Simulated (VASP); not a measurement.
BeAl35N35 (a cell with a defect), 71 atoms in the cell. The cell holds a defect, 71 atoms: a = 9.389 Å, b = 9.389 Å, c = 10.035 Å, α = 90.00°, β = 90.00°, γ = 120.00°. 

```yaml
Program: VASP 6.6.1
Task: single point
Functional: r2SCAN
Potentials_or_basis: VASP PAW PBE potentials, release 64 (Al, N, Be)
Cutoff: 520 eV
k_mesh: 1 × 1 × 1, shifted
Occupations: fermi-dirac, width 0.01 eV
Spin: no spin polarisation
Dipole_correction: no
Further_INCAR_settings: LREAL = Auto; ALGO = Normal; EDIFF = 1e-07; NBANDS = 182
```

Potentials or basis: VASP PAW PBE potentials, release 64 (Al, N, Be).

Run with:

```console
$ cat potpaw_PBE.64/Al/POTCAR potpaw_PBE.64/N/POTCAR potpaw_PBE.64/Be/POTCAR > POTCAR
$ cp INCAR.step1 INCAR
$ mpirun -np 1 vasp_std > vasp.out
$ cp INCAR.step2 INCAR
$ mpirun -np 1 vasp_std > vasp.out
```

Hardware: 1 thread of AMD EPYC 9R45 96-Core Processor (Zen 5) (shared host).

Task: How long does it take, and how much memory?

Result: It took 56 min on 1 thread of AMD EPYC 9R45 96-Core Processor (Zen 5), on a shared host, peak memory 1.2 GiB. Counts: k points 6.
